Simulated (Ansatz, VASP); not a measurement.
# HC: VASP beside Ansatz

INCAR

```
ALGO = Normal
DIPOL = 0.5 0.5 0.662
EDIFF = 1E-7
ENCUT = 520
GGA = PE
IDIPOL = 3
ISIF = 2
ISMEAR = 0
IVDW = 12
LASPH = T
LCHARG = F
LDIPOL = T
LREAL = F
LWAVE = F
NBANDS = 13
NELM = 80
PREC = Accurate
SIGMA = 0.1
```

File KPOINTS:

```
k-points
0
Gamma
  4 4 1
```

The input POSCAR:

```
HC
1.0
    5.3647950047      0.0000000000      0.0000000000
    0.0000000000      5.3647950047      0.0000000000
    0.0000000000      0.0000000000     23.6902243912
C H
2 2
Direct
    0.0987630166      0.2173502584      0.6421153274
    0.2824909534      0.4010043958      0.6421010916
   -0.0007812734      0.1675603839      0.6811208003
    0.3323145711      0.5005568730      0.6811008244
```

Input for Ansatz:

```yaml
crystal:
  lattice:
    - [5.3647950047, 0.0, 0.0]
    - [0.0, 5.3647950047, 0.0]
    - [0.0, 0.0, 23.6902243912]
  atoms:
    - { symbol: C, position: [0.0987630166, 0.2173502584, 0.6421153274] }
    - { symbol: C, position: [0.2824909534, 0.4010043958, 0.6421010916] }
    - { symbol: H, position: [-0.0007812734, 0.1675603839, 0.6811208003] }
    - { symbol: H, position: [0.3323145711, 0.500556873, 0.6811008244] }
basis:
  ecutwfc: 420
kpoints:
  mp_grid: { grid: [4, 4, 1] }
hamiltonian:
  xc: pbe
  dispersion: d3bj
scf:
  occupations: { method: gaussian, width: 0.1 }
output:
  forces: true
  eigenvalues: true
  write_density: true
  volumetric_format: npy
efield:
  axis: 3
  dipole_correction: true
  ramp_width: 0.04
```

Alike in both runs: task single point; functional PBE; dispersion D3(BJ); k mesh 4 × 4 × 1; occupations gaussian, width 0.1 eV; no spin polarisation.

|  | VASP | Ansatz |
| --- | --- | --- |
| version | VASP 6.6.1 | Ansatz 0.2.0 |
| potentials or method | VASP PAW PBE potentials, release 64 (C, H), cutoff 520 eV | scalar-relativistic, plane waves, PAW |
| valence electrons in the cell | 10 | 10 |

VASP gave:

```
gap on the k mesh at the Fermi level (eV) : 2.05
rms of the force components (eV/Å)        : 4.123
```

Estimate Ansatz's values.

gap on the k mesh at the Fermi level (eV): 2.04; rms of the force components (eV/Å): 4.147.

Atom by atom the forces differ by 0.025 eV/Å (rms over components).
